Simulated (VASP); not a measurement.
Set up this calculation in VASP 6.6.1, as the native input.

* Task: single point
* Functional: PBE
* Potentials or basis: VASP PAW PBE potentials, release 64 (Al, Ru_pv)
* Cutoff: 500 eV
* k mesh: 6 × 6 × 6
* Occupations: tetrahedron
* Spin: no spin polarisation
* Hubbard terms: Ru d U = 6.9 eV, J = 0.79 eV
* Dipole correction: no
* LDAUTYPE: 1
* Hund's J: 0.79
* Further INCAR settings: ALGO = Normal; EDIFF = 1e-06; NBANDS = 16

The structure of AlRu lies in POSCAR:

```
AlRu
1.0
    2.9824954400      0.0000000000      0.0000000000
    0.0000000000      2.9824954400      0.0000000000
    0.0000000000      0.0000000000      2.9824954400
Al Ru
1 1
Direct
    0.7220000000      0.8480000000      0.5230000000
    1.2220000000      1.3480000000      1.0230000000
```

The input as run:

INCAR

```
SYSTEM = AlRu
ALGO = Normal
EDIFF = 1E-6
ENCUT = 500
GGA = PE
GGA_COMPAT = .FALSE.
ISIF = 2
ISMEAR = -4
LASPH = .TRUE.
LCHARG = .FALSE.
LDAU = .TRUE.
LDAUJ = 0 0.79
LDAUL = -1 2
LDAUPRINT = 1
LDAUTYPE = 1
LDAUU = 0 6.9
LMAXMIX = 4
LREAL = .FALSE.
LWAVE = .FALSE.
NBANDS = 16
NELM = 200
PREC = Accurate
SIGMA = 0.1
```

KPOINTS

```
k-points
0
G
  6 6 6
  0 0 0
```

Potentials or basis: VASP PAW PBE potentials, release 64 (Al, Ru_pv).

Run with:

```sh
$ cat potpaw_PBE.64/Al/POTCAR potpaw_PBE.64/Ru_pv/POTCAR > POTCAR
$ mpirun -np 1 vasp_std > vasp.out
```

It gave:

| Property | Result |
| --- | --- |
| Pressure | 2.8 GPa |
| Band gap on the k mesh | zero (an odd number of electrons rules out a gap without spin polarisation) |

Caveat: U without spin polarisation on a metal has little footing; the U is typed as a test and isn't derived for this compound.

It took 16 s on 1 thread of Intel Xeon 8259CL (shared host), peak memory 0.14 GiB.
